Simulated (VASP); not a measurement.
# Si3Ge (Pmm2) in VASP: single point with PBE

Aim: the single point of Si3Ge with PBE.

All numbers are computed with VASP 6.6.1; they aren't measurements. Logs are shortened: lines on timing, memory, paths and dates and some standing lists are left out, and cuts for length are marked.

### Step 1. The cell of the first run

Symmetry: Pmm2, No. 25, orthorhombic system. The conventional cell has a = 3.897 Å, b = 6.434 Å, c = 6.752 Å, α = 90.00°, β = 90.00°, γ = 90.00°. Si (site symmetry m) has 4 Si at 2.36 to 2.39 Å within 3.1 Å. Within 3.1 Å of Si (site symmetry m) lie 2 Si at 2.36 to 2.37 Å and 2 Ge at 2.41 Å. Within 3.1 Å of Si (site symmetry m) lie 3 Si at 2.38 to 2.39 Å and 1 Ge at 2.42 Å. Ge (site symmetry m) has 3 Si at 2.41 to 2.42 Å and 1 Ge at 2.48 Å within 3.2 Å.

### Step 2. Single point, PBE

INCAR reads:

```
SYSTEM = Si3Ge
PREC = Accurate
ENCUT = 520
EDIFF = 1E-6
ISMEAR = 0
SIGMA = 0.1
LREAL = .FALSE.
LASPH = .TRUE.
NELM = 100
ALGO = Normal
ISIF = 2
LWAVE = .FALSE.
LCHARG = .FALSE.
GGA = PE
NBANDS = 36
```

KPOINTS reads:

```
regular mesh
0
G
  10 6 6
  0 0 0
```

POSCAR reads:

```
Si3Ge
1.0
    1.9485074838      3.3749139607      0.0000000000
    0.0000000000      0.0000000000      6.4337355570
    5.8473531253     -3.3759709010      0.0000000000
Si Ge
6 2
Direct
    0.5000000000      0.0640337336      0.1670605762
    0.5000000000      0.5655630093      0.8397097401
    1.0000000000      0.5644774807      0.3270337208
    0.5000000000      0.4359662664      0.1670605762
    0.5000000000      0.9344369907      0.8397097401
    1.0000000000      0.9355225193      0.3270337208
    1.0000000000      0.0569881058      0.6661959630
    1.0000000000      0.4430118942      0.6661959630
```

Potentials or basis: VASP PAW PBE potentials, release 64 (Si, Ge_d).

On the command line:

```sh
$ cat potpaw_PBE.64/Si/POTCAR potpaw_PBE.64/Ge_d/POTCAR > POTCAR
$ mpirun -np 1 vasp_std > vasp.out
```

OUTCAR:

```text
SYSTEM = Si3Ge
   PREC = Accurate
   ENCUT = 520
   EDIFF = 1E-6
   ISMEAR = 0
   LREAL = .FALSE.
   LASPH = .TRUE.
   NELM = 100
   ISIF = 2
   GGA = PE

 ion  position               nearest neighbor table
   1  0.500  0.064  0.167-   5 2.36   6 2.38   6 2.38   4 2.39
   2  0.500  0.566  0.840-   4 2.36   5 2.37   8 2.41   8 2.41
   3  0.000  0.564  0.327-   4 2.38   4 2.38   6 2.39   8 2.42
   4  0.500  0.436  0.167-   2 2.36   3 2.38   3 2.38   1 2.39
   5  0.500  0.934  0.840-   1 2.36   2 2.37   7 2.41   7 2.41
   6  0.000  0.936  0.327-   1 2.38   1 2.38   3 2.39   7 2.42
   7  0.000  0.057  0.666-   5 2.41   5 2.41   6 2.42   8 2.48
   8  0.000  0.443  0.666-   2 2.41   2 2.41   3 2.42   7 2.48

  LATTYP: Found a simple orthorhombic cell.
 ALAT       =     3.8970149675
 B/A-ratio  =     1.6509394012
 C/A-ratio  =     1.7325932434

  Lattice vectors:

 A1 = (   1.9485074838,   3.3749139607,   0.0000000000)
 A2 = (   0.0000000000,   0.0000000000,   6.4337355570)
 A3 = (   5.8473531253,  -3.3759709010,   0.0000000000)

Analysis of symmetry for initial positions (statically):
=====================================================================
 Subroutine PRICEL returns:
 Original cell was already a primitive cell.

 Routine SETGRP: Setting up the symmetry group for a
 simple orthorhombic supercell.

 Subroutine GETGRP returns: Found  4 space group operations
 (whereof  2 operations were pure point group operations)
 out of a pool of  8 trial point group operations.

The static configuration has the point symmetry C_1h.
 The point group associated with its full space group is C_2v.

Analysis of symmetry for dynamics (positions and initial velocities):
=====================================================================
 Subroutine PRICEL returns:
 Original cell was already a primitive cell.

 Routine SETGRP: Setting up the symmetry group for a
 simple orthorhombic supercell.

 Subroutine GETGRP returns: Found  4 space group operations
 (whereof  2 operations were pure point group operations)
 out of a pool of  8 trial point group operations.

The dynamic configuration has the point symmetry C_1h.
 The point group associated with its full space group is C_2v.

 Subroutine INISYM returns: Found  4 space group operations
 (whereof  2 operations are pure point group operations),
 and found     1 'primitive' translations

----------------------------------------------------------------------------------------

                                     Primitive cell

  volume of cell :     169.2871

  direct lattice vectors                    reciprocal lattice vectors
     1.948507484  3.374913961  0.000000000     0.128303331  0.222227888  0.000000000
     0.000000000  0.000000000  6.433735557     0.000000000  0.000000000  0.155430697
     5.847353125 -3.375970901  0.000000000     0.128263162 -0.074052771  0.000000000

  length of vectors
     3.897014967  6.433735557  6.751941802     0.256606661  0.155430697  0.148105542

  position of ions in fractional coordinates (direct lattice)
     0.500000000  0.064033734  0.167060576
     0.500000000  0.565563009  0.839709740
     0.000000000  0.564477481  0.327033721
     0.500000000  0.435966266  0.167060576
     0.500000000  0.934436991  0.839709740
     0.000000000  0.935522519  0.327033721
     0.000000000  0.056988106  0.666195963
     0.000000000  0.443011894  0.666195963

  ion indices of the primitive-cell ions
   primitive index   ion index
                 1           1
                 2           2
                 3           3
                 4           4
                 5           5
                 6           6
                 7           7
                 8           8

----------------------------------------------------------------------------------------

 KPOINTS: regular mesh

Automatic generation of k-mesh.
 Grid dimensions read from file:
 generate k-points for:   10    6    6

 Generating k-lattice:

  Cartesian coordinates                     Fractional coordinates (reciprocal lattice)
     0.012830333  0.022222789  0.000000000     0.100000000  0.000000000  0.000000000
     0.000000000  0.000000000  0.025905116     0.000000000  0.166666667  0.000000000
     0.021377194 -0.012342128  0.000000000     0.000000000  0.000000000  0.166666667

  Length of vectors
     0.025660666  0.025905116  0.024684257

  Shift w.r.t. Gamma in fractional coordinates (k-lattice)
     0.000000000  0.000000000  0.000000000

 Subroutine IBZKPT returns following result:
 ===========================================

 Found     96 irreducible k-points:

 Following reciprocal coordinates:
            Coordinates               Weight
  0.000000  0.000000  0.000000      1.000000
  0.100000  0.000000  0.000000      2.000000
  0.200000  0.000000  0.000000      2.000000
  0.300000  0.000000  0.000000      2.000000
  0.400000  0.000000  0.000000      2.000000
  0.500000  0.000000 -0.000000      1.000000
[... 16 lines left out ...]
  0.400000  0.500000  0.000000      2.000000
  0.500000  0.500000 -0.000000      1.000000
 [... further k-points ...]
   k-points           NKPTS =     96   k-points in BZ     NKDIM =     96   number of bands    NBANDS=     36
   number of dos      NEDOS =    301   number of ions     NIONS =      8
   total plane-waves  NPLWV =  72000
   dimension x,y,z NGX =    30 NGY =   48 NGZ =   50
   dimension x,y,z NGXF=    60 NGYF=   96 NGZF=  100
   ions per type =               6   2
   NGX,Y,Z   is equivalent  to a cutoff of  12.80, 12.40, 12.31 a.u.
   NGXF,Y,Z  is equivalent  to a cutoff of  25.60, 24.81, 24.62 a.u.
 SYSTEM =  Si3Ge
   PREC   = accura    normal or accurate (medium, high low for compatibility)
   ISTART =      0    job   : 0-new  1-cont  2-samecut
   ICHARG =      2    charge: 1-file 2-atom 10-const
   ISPIN  =      1    spin polarized calculation?
   LNONCOLLINEAR =      F non collinear calculations
   LSORBIT =      F    spin-orbit coupling
   LASPH  =      T    aspherical Exc in radial PAW
   ENCUT  =  520.0 eV  38.22 Ry    6.18 a.u.   7.25 11.96 12.55*2*pi/ulx,y,z
   NELM   =    100;   NELMIN=  2; NELMDL= -5     # of ELM steps
   EDIFF  = 0.1E-05   stopping-criterion for ELM
   LREAL  =      F    real-space projection
   EDIFFG = 0.1E-04   stopping-criterion for IOM
   NSW    =      0    number of steps for IOM
   IBRION =     -1    ionic relax: 0-MD 1-quasi-New 2-CG
   NFREE  =      0    steps in history (QN), initial steepest desc. (CG)
   ISIF   =      2    stress and relaxation
   ISYM   =      2    0-nonsym 1-usesym 2-fastsym
   POTIM  = 0.5000    time-step for ionic-motion
   TEBEG  =    0.0;   TEEND  =   0.0 temperature during run
   PSTRESS=    0.0 pullay stress
   NELECT =      52.0000    total number of electrons
   NUPDOWN=      -1.0000    fix difference up-down
   EMIN   =  10.00;   EMAX   =-10.00  energy-range for DOS
   EFERMI =   0.00;   METHOD = LEGACY
   ISMEAR =     0;   SIGMA  =   0.10  broadening in eV -4-tet -1-fermi 0-gaus
   EFERMI_NEDOS =   21; number of points for ismear=-14 and -15
   IALGO  =     38    algorithm
   IMIX   =      4    mixing-type and parameters
     AMIX     =   0.40;   BMIX     =  1.00
     AMIX_MAG =   1.60;   BMIX_MAG =  1.00
  volume/ion in A,a.u.               =      21.16       142.80
  Fermi-wavevector in a.u.,A,eV,Ry     =   1.104590  2.087373 16.600742  1.220120
  Thomas-Fermi vector in A             =   2.241065
   LORBIT       =      0    0 simple, 1 ext, 2 COOP (PROOUT), +10 PAW based schemes
   GGA     = PE    functional components
   LHFCALC =     F    Hartree Fock is set to
   AEXX    =    0.0000 exact exchange contribution
   IVDW    =     0    specifies the selected vdW correction
   LEPSILON=     F    determine dielectric tensor
   LRPA    =     F    only Hartree local field effects (RPA)
 non-spin polarized calculation
 Gauss-broadening in eV      SIGMA  =   0.10
  energy-cutoff  :      520.00
  volume of cell :      169.29
 maximum number of plane-waves:      4584
 NGX is ok and might be reduce to    30
   NGX = 15   NGY = 23   NGZ = 25

 number of electron      52.0000030 magnetization

 Free energy of the ion-electron system (eV)
  ---------------------------------------------------
  ext. energy  EPLUGINS =         0.00000000
  ---------------------------------------------------
  free energy    TOTEN  =       -41.39473371 eV

  energy without entropy =      -41.39461952  energy(sigma->0) =      -41.39467662

 E-fermi :   5.7317     XC(G=0):  -9.4538

 val. band max:        5.6164347922   @ k =   0.0000   0.0000   0.0000
 cond. band min:       5.8466686145   @ k =   0.5000   0.0000   0.5000
 fundamental gap:      0.2302338224
 Fermi energy:         5.7317215764

 k-point     1 :       0.0000    0.0000    0.0000
  band No.  band energies     occupation
      1     -18.9827      2.00000
      2     -18.9032      2.00000
      3     -18.9001      2.00000
      4     -18.8574      2.00000
      5     -18.8541      2.00000
      6     -18.8540      2.00000
[... 28 lines left out ...]
     35       8.7914      0.00000
     36       9.8001      0.00000

 k-point     2 :       0.1000    0.0000    0.0000
  band No.  band energies     occupation
      1     -18.9825      2.00000
      2     -18.9031      2.00000
      3     -18.9005      2.00000
      4     -18.8568      2.00000
      5     -18.8543      2.00000
      6     -18.8536      2.00000
[... 28 lines left out ...]
     35       9.6997      0.00000
     36       9.7718      0.00000
[... 817 lines left out ...]
     35       9.7555      0.00000
     36       9.9933      0.00000

 k-point    24 :       0.5000    0.5000   -0.0000
  band No.  band energies     occupation
      1     -18.9776      2.00000
      2     -18.9026      2.00000
      3     -18.9011      2.00000
      4     -18.8573      2.00000
      5     -18.8541      2.00000
      6     -18.8499      2.00000
[... 28 lines left out ...]
     35       9.9930      0.00000
     36      10.0225      0.00000

 [... further k-points ...]

------------------------ aborting loop because EDIFF is reached ----------------------------------------

  FORCE on cell =-STRESS in cart. coord.  units (eV):
  Direction    XX          YY          ZZ          XY          YZ          ZX
  --------------------------------------------------------------------------------------
  -------------------------------------------------------------------------------------
  Total       -0.1243598     -0.1085657     -0.0288665      0.0136781      0.0000000      0.0000000
  in kB       -1.1769737     -1.0274940     -0.2732004      0.1294533      0.0000000      0.0000000
  external PRESSURE =      -0.8258894 kB  Pullay stress =       0.0000000 kB

 VOLUME and BASIS-vectors are now :
 -----------------------------------------------------------------------------
  energy-cutoff  :      520.00
  volume of cell :      169.29
      direct lattice vectors                 reciprocal lattice vectors
     1.948507484  3.374913961  0.000000000     0.128303331  0.222227888  0.000000000
     0.000000000  0.000000000  6.433735557     0.000000000  0.000000000  0.155430697
     5.847353125 -3.375970901  0.000000000     0.128263162 -0.074052771  0.000000000

 POSITION                                       TOTAL-FORCE (eV/Angst)
 -----------------------------------------------------------------------------------
      1.95112      1.12347      0.41198         0.002870     -0.001657      0.006979
      5.88433     -1.14738      3.63868        -0.002835      0.001637     -0.002351
      1.91228     -1.10406      3.63170        -0.001754      0.001013      0.003341
      1.95112      1.12347      2.80489         0.002870     -0.001657     -0.006979
      5.88433     -1.14738      6.01192        -0.002835      0.001637      0.002351
      1.91228     -1.10406      6.01890        -0.001754      0.001013     -0.003341
      3.89548     -2.24906      0.36665         0.001719     -0.000993     -0.007010
      3.89548     -2.24906      2.85022         0.001719     -0.000993      0.007010
 -----------------------------------------------------------------------------------
    total drift:                                0.000223     -0.000129      0.000000

  FREE ENERGIE OF THE ION-ELECTRON SYSTEM (eV)
  ---------------------------------------------------
  free  energy   TOTEN  =       -41.3947337136 eV

  energy  without entropy=      -41.3946195247  energy(sigma->0) =      -41.39467662
```

Wall time 4.9 min (1 thread of Intel Xeon Platinum 8488C (Sapphire Rapids), shared host); peak memory 0.57 GiB.

Results:

```
Free energy            : -41.3947 eV
Pressure               : -0.1 GPa
Largest force          : 0.008 eV/Å
Band gap on the k mesh : 0.23 eV (least direct gap 0.41 eV)
```

Forces on the atoms (eV/Å):
```
Si   0.003 -0.002  0.007
Si  -0.003  0.002 -0.002
Si  -0.002  0.001  0.003
Si   0.003 -0.002 -0.007
Si  -0.003  0.002  0.002
Si  -0.002  0.001 -0.003
Ge   0.002 -0.001 -0.007
Ge   0.002 -0.001  0.007
```

A k mesh can miss the band edges.
